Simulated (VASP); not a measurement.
# SnO2: single point with LDA

The system is SnO2.

```xyz
6
Lattice="4.7201 0.0000 0.0000 0.0000 4.7206 0.0000 0.0000 0.0000 3.1888" Properties=species:S:1:pos:R:3 pbc="T T T"
Sn    2.3294    2.3248    1.5944
Sn    0.0308   -0.0355    0.0000
O     1.3307    1.5771    0.0000
O     3.9178    1.0466    1.5944
O     1.0291    3.9372    1.5944
O     3.1622    3.4071    0.0000
```

This cell differs from its parent crystal: atoms displaced along a vibrational mode.

| Quantity | Value |
| --- | --- |
| Program | VASP 6.6.1 |
| Task | single point |
| Functional | LDA |
| Potentials or basis | VASP PAW LDA potentials, release 64 (Sn_d, O) |
| Cutoff | 520 eV |
| k mesh | 6 × 6 × 8 |
| Occupations | gaussian, width 0.05 eV |
| Spin | no spin polarisation |
| Dipole correction | no |
| Further INCAR settings | ALGO = Normal; EDIFF = 1e-06; NBANDS = 35 |

```
Pressure               : 0.6 GPa
Largest force          : 1.020 eV/Å
Band gap on the k mesh : 1.21 eV
```

Forces on the atoms (eV/Å):
```
Sn   0.674  0.762  0.000
Sn  -0.676  0.763  0.000
O    0.253 -0.386  0.000
O   -0.459 -0.377  0.000
O   -0.253 -0.385  0.000
O    0.460 -0.378  0.000
```

Stress tensor (GPa, compression positive):
```
 0.73  0.00  0.00
 0.00 -1.16  0.00
 0.00  0.00  2.32
```

Levels at points of the mesh, in eV from the valence-band top:
| k point | band 24 | band 25 | band 26 | band 27 | band 28 | band 29 |
| --- | --- | --- | --- | --- | --- | --- |
| (0.00, 0.00, 0.00) | -0.85 | -0.70 | 0.00 | 1.21 | 5.20 | 6.13 |
| (0.50, 0.00, 0.00) | -0.96 | -0.67 | -0.66 | 4.27 | 4.35 | 6.84 |
| (0.00, 0.50, 0.00) | -1.13 | -0.53 | -0.53 | 4.26 | 4.26 | 6.83 |
| (0.50, 0.50, 0.00) | -1.29 | -0.91 | -0.91 | 4.63 | 4.63 | 7.31 |
| (0.00, 0.00, 0.50) | -1.75 | -1.22 | -1.22 | 5.91 | 5.91 | 9.11 |
| (0.50, 0.00, 0.50) | -1.05 | -0.65 | -0.65 | 6.08 | 6.08 | 7.79 |
| (0.00, 0.50, 0.50) | -1.21 | -0.63 | -0.63 | 6.09 | 6.10 | 7.98 |
| (0.50, 0.50, 0.50) | -1.06 | -0.71 | -0.71 | 4.63 | 4.63 | 8.42 |

Wall time 120 s on 1 thread of Intel(R) Xeon(R) Platinum 8488C (Sapphire Rapids), on a shared host, peak memory 0.29 GiB.

Caveat: the cell differs from its parent crystal (atoms displaced along a vibrational mode); spin-orbit coupling is left out, which moves the levels of the heavy elements; forces of over 1 eV/Å act on the atoms, so gaps and moduli don't describe the material at rest.
